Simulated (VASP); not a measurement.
MoS2, 3 atoms in the cell. It takes space group R-3m (No. 166, trigonal). Conventional cell: a = 3.171 Å, b = 3.171 Å, c = 18.345 Å, α = 90.00°, β = 90.00°, γ = 120.00°. Mo (site symmetry -3m) has 6 S at 2.39 Å and 6 Mo at 3.17 Å within 3.2 Å. Within 3.2 Å of S (site symmetry 3m) lie 3 Mo at 2.39 Å and 6 S at 3.17 Å. 

| Quantity | Value |
| --- | --- |
| Program | VASP 6.6.1 |
| Task | electric field gradients |
| Functional | PBE |
| Potentials or basis | VASP PAW PBE potentials, release 64 (Mo_sv, S) |
| Cutoff | 520 eV |
| k mesh | 15 × 15 × 15 |
| Occupations | fermi-dirac, width 0.05 eV |
| Spin | no spin polarisation |
| Dipole correction | no |
| Further INCAR settings | ALGO = Normal; EDIFF = 1e-08; NBANDS = 20 |

Potentials or basis: VASP PAW PBE potentials, release 64 (Mo_sv, S).

Run with:

```sh
$ cat potpaw_PBE.64/Mo_sv/POTCAR potpaw_PBE.64/S/POTCAR > POTCAR
$ mpirun -np 1 vasp_std > vasp.out
```

Hardware: 1 thread of Oxide Virtual Turin-like Processor, on a shared host.

Problem. Estimate the wall time of this run.

Solution. It took 33 min on 1 thread of Oxide Virtual Turin-like Processor, on a shared host, peak memory 0.53 GiB. Counts: scf iterations 18, k points 344.
